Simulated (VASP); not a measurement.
A run of VASP 6.6.1 is set up as follows.

The input INCAR:

```
SYSTEM = SnSe2
PREC = Accurate
ENCUT = 520
EDIFF = 1E-6
ISMEAR = 0
SIGMA = 0.03
LREAL = .False.
LASPH = .True.
NELM = 100
ALGO = Normal
ISIF = 2
LWAVE = .False.
LCHARG = .False.
GGA = PE
IVDW = 12
NBANDS = 20
```

File KPOINTS:

```
regular mesh
0
Gamma
  12 12 6
  0 0 0
```

POSCAR

```
SnSe2
1.0
    3.8390485956      0.0000000000      0.0000000000
   -1.9195242978      3.3247136102      0.0000000000
    0.0000000000      0.0000000000      6.0116311105
Sn Se
1 2
Direct
    0.0000000000      0.0000000000      0.0207930257
    0.3333333333      0.6666666667      0.2495248535
    0.6666666667      0.3333333333      0.7192188615
```

Potentials or basis: VASP PAW PBE potentials, release 64 (Sn_d, Se).

The run is started by

```bash
$ cat potpaw_PBE.64/Sn_d/POTCAR potpaw_PBE.64/Se/POTCAR > POTCAR
$ mpirun -np 1 vasp_std > vasp.out
```

Task: Predict the largest force.

Result: 3.074 eV/Å.

Task: What does it give for the dispersion energy per atom?

Result: -0.364 eV.

Task: Estimate the band gap on the k mesh.

Result: 0.08 eV (least direct gap 0.33 eV).

Task: What does it give for the pressure?

Result: 1.3 GPa.

Stress tensor (GPa, compression positive):
```
 2.07  0.00  0.00
 0.00  2.07  0.00
 0.00  0.00 -0.23
```

Caveat: the cell differs from its parent crystal (atoms displaced along a vibrational mode); semilocal functionals underestimate gaps, and a narrow one can read as zero; spin-orbit coupling is left out, which moves the levels of the heavy elements; forces of over 1 eV/Å act on the atoms, so gaps and moduli don't describe the material at rest. A k mesh can miss the band edges.
